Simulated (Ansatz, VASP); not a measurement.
**Two plane-wave programs on GdO**

INCAR

```
  PREC = Accurate
  ENCUT = 520
  EDIFF = 1E-6
  ISMEAR = -1
  SIGMA = 0.05
  LREAL = False
  LASPH = True
  NELM = 150
  ALGO = Normal
  ISIF = 2
  LWAVE = False
  LCHARG = False
  ISPIN = 2
  MAGMOM = 7 0
  LORBIT = 11
  LMAXMIX = 6
  GGA = PE
  NBANDS = 23
```

File KPOINTS:

```
Automatic mesh
0
Gamma
  7 7 7
```

POSCAR

```
GdO
1.0
    0.0000000000      2.7270000000      2.7000000000
    2.7270000000      0.0000000000      2.7000000000
    2.7270000000      2.7270000000      0.0000000000
Gd O
1 1
Direct
    0.0000000000      0.0000000000      0.0000000000
    0.2500000000      0.2500000000      0.2500000000
```

File input.yaml:

```yaml
crystal:
  lattice:
    - [0.0, 2.727, 2.7]
    - [2.727, 0.0, 2.7]
    - [2.727, 2.727, 0.0]
  atoms:
    - { symbol: Gd, position: [0.0, 0.0, 0.0], spin: 7.0 }
    - { symbol: O, position: [0.25, 0.25, 0.25] }
hamiltonian:
  xc: pbe
  pseudopotentials: { kind: paw }
magnetization:
  spin_polarized: true
kpoints:
  mp_grid: { grid: [7, 7, 7] }
  band_path:
    path:
      - [[0.0, 0.0, 0.0], [0.0, 0.5, 0.5], [0.255025, 0.5, 0.755025], [0.3775125, 0.3775125, 0.755025], [0.0, 0.0, 0.0], [-0.5, -0.5, 0.0], [-0.3775125, -0.3775125, 0.244975], [0.0, 0.0, 0.5], [-0.25, 0.25, 0.5], [-0.5, -0.255025, 0.244975], [-0.5, -0.5, 0.0]]
      - [[0.0, 0.5, 0.5], [-0.25, 0.25, 0.5]]
    npoints: 14
scf:
  occupations: { method: fermi_dirac, width: 0.05 }
  n_extra_bands: 6
output:
  forces: true
  stress: true
  eigenvalues: true
  fatbands: true
```

Alike in both runs: functional PBE; k mesh 7 × 7 × 7; occupations fermi-dirac, width 0.05 eV; collinear spin.

|  | VASP | Ansatz |
| --- | --- | --- |
| version | VASP 6.6.1 | Ansatz 0.2.0 |
| potentials or method | VASP PAW PBE potentials, release 64 (Gd, O) | Ansatz PAW |
| plane-wave cutoff (eV) | 520 | 420 |
| valence electrons in the cell | 24 | 24 |
| task | single point | band structure |

Ansatz gave:

```
gap on the k mesh at the Fermi level (eV)                     : none
pressure (GPa)                                                : -2.3
traceless stress, the component that is largest in VASP (GPa) : 0.44
net moment per atom (μB)                                      : 3.76
size of the moment on the site where the two differ most (μB) : 6.82
```

Problem. What did VASP give for the same quantities?

Solution. gap on the k mesh at the Fermi level (eV): none; pressure (GPa): -2.3; traceless stress, the component that is largest in VASP (GPa): 0.43; net moment per atom (μB): 3.78; size of the moment on the site where the two differ most (μB): 6.86.

Site moments also hang on the region over which each program counts them. A gap of «none» marks a metal or a gap that the smearing closes.

Neither program's run includes spin-orbit coupling.
